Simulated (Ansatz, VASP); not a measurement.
**One calculation of V, two programs**

```
V
1.0
     0.00000    1.90039    1.90039
     1.90039    0.00000    1.90039
     1.90039    1.90039    0.00000
V
1
Direct
  0.00000 0.00000 0.00000
```

Alike in both runs: functional r2SCAN; k mesh 18 × 18 × 18; occupations gaussian, width 0.1 eV; collinear spin.

Ansatz relaxed the structure, and its values are those at the end. VASP's run is a single point on that final structure, the one shown.

|  | VASP | Ansatz |
| --- | --- | --- |
| version | VASP 6.6.1 | Ansatz 0.2.0 |
| potentials or method | VASP PAW PBE potentials, release 64 (V_sv), cutoff 520 eV | scalar-relativistic, plane waves, PAW |
| valence electrons in the cell | 13 | 13 |

Ansatz gave:

```
gap on the k mesh at the Fermi level (eV) : none
pressure (GPa)                            : 0.0
net moment per atom (μB)                  : 0.00
```

Question: What did VASP give for the same quantities?

Answer: gap on the k mesh at the Fermi level (eV): none; pressure (GPa): 0.6; net moment per atom (μB): 0.00.

VASP's potentials were made for PBE, not for r2SCAN. A gap of «none» marks a metal or a gap that the smearing closes. The functional is the same, so the differences come from potentials, cutoffs and numerics. Ansatz's warnings: seeded moment not kept.
